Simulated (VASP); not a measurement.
Set up this calculation in VASP 6.6.1, as the native input.

```
Task                   : single point
Functional             : PBE
Potentials or basis    : VASP PAW PBE potentials, release 64 (Nb_sv)
Cutoff                 : 520 eV
k mesh                 : 10 × 10 × 1
Occupations            : fermi-dirac, width 0.05 eV
Spin                   : no spin polarisation
Dipole correction      : yes
Further INCAR settings : ALGO = Normal; EDIFF = 1e-07; NBANDS = 48
```

The structure of Nb lies in POSCAR:

```
Nb
1.0
    3.3112325465      0.0000000000      0.0000000000
    0.0000000000      3.3112325465      0.0000000000
    0.0000000000      0.0000000000     24.2781000000
Nb
6
Direct
    0.2500000000      0.2500000000      0.3295154611
    0.7500000000      0.7500000000      0.3977092767
    0.2500000000      0.2500000000      0.4659030922
    0.7500000000      0.7500000000      0.5340969078
    0.2500000000      0.2500000000      0.6022907233
    0.7500000000      0.7500000000      0.6704845389
```

One way to write it, as run:

INCAR

```
  PREC = Accurate
  ENCUT = 520
  EDIFF = 1E-7
  ISMEAR = -1
  SIGMA = 0.05
  LREAL = F
  LASPH = T
  NELM = 100
  ALGO = Normal
  ISIF = 2
  LWAVE = F
  LCHARG = F
  LDIPOL = T
  IDIPOL = 3
  DIPOL = 0.5 0.5 0.500
  GGA = PE
  NBANDS = 48
```

KPOINTS

```
Automatic mesh
0
Gamma
  10 10 1
```

Potentials or basis: VASP PAW PBE potentials, release 64 (Nb_sv).

Command:

```sh
$ cat potpaw_PBE.64/Nb_sv/POTCAR > POTCAR
$ mpirun -np 1 vasp_std > vasp.out
```

Results of the run:

```yaml
Largest_force: 1.232 eV/Å
Band_gap_on_the_k_mesh: zero (bands 39 and 40 overlap by 1.23 eV)
```

It took 17 min on 1 thread of Intel Xeon 8259CL, with other jobs on the host, peak memory 0.49 GiB.
